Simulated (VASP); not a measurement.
Here is a VASP 6.6.1 calculation.

File INCAR:

```
  PREC = Accurate
  ENCUT = 520
  EDIFF = 1E-6
  ISMEAR = 0
  SIGMA = 0.1
  LREAL = F
  LASPH = T
  NELM = 100
  ALGO = Fast
  ISIF = 2
  LWAVE = F
  LCHARG = F
  GGA = PE
  NBANDS = 51
```

File KPOINTS:

```
regular mesh
0
Gamma
  4 4 4
```

The input POSCAR:

```
MoRu2
1.0
    0.0000000000      3.7705795100      3.7705795100
    3.7705795100      0.0000000000      3.7705795100
    3.7705795100      3.7705795100      0.0000000000
Mo Ru
2 4
Direct
    0.2500000000      0.2500000000      0.2500000000
    0.0000000000      0.0000000000      0.0000000000
    0.6250000000      0.6250000000      0.6250000000
    0.6250000000      0.6250000000      0.1250000000
    0.6250000000      0.1250000000      0.6250000000
    0.1250000000      0.6250000000      0.6250000000
```

Potentials or basis: VASP PAW PBE potentials, release 64 (Mo_sv, Ru_pv).

Run with:

```console
$ cat potpaw_PBE.64/Mo_sv/POTCAR potpaw_PBE.64/Ru_pv/POTCAR > POTCAR
$ mpirun -np 1 vasp_std > vasp.out
```

Predict the pressure.

-32.0 GPa.

Estimate the band gap on the k mesh.

zero (band 42 reaches 9.41 eV, above the bottom of band 43 at 9.01 eV).

Caveat: the k points lie up to 0.36 Å⁻¹ apart.
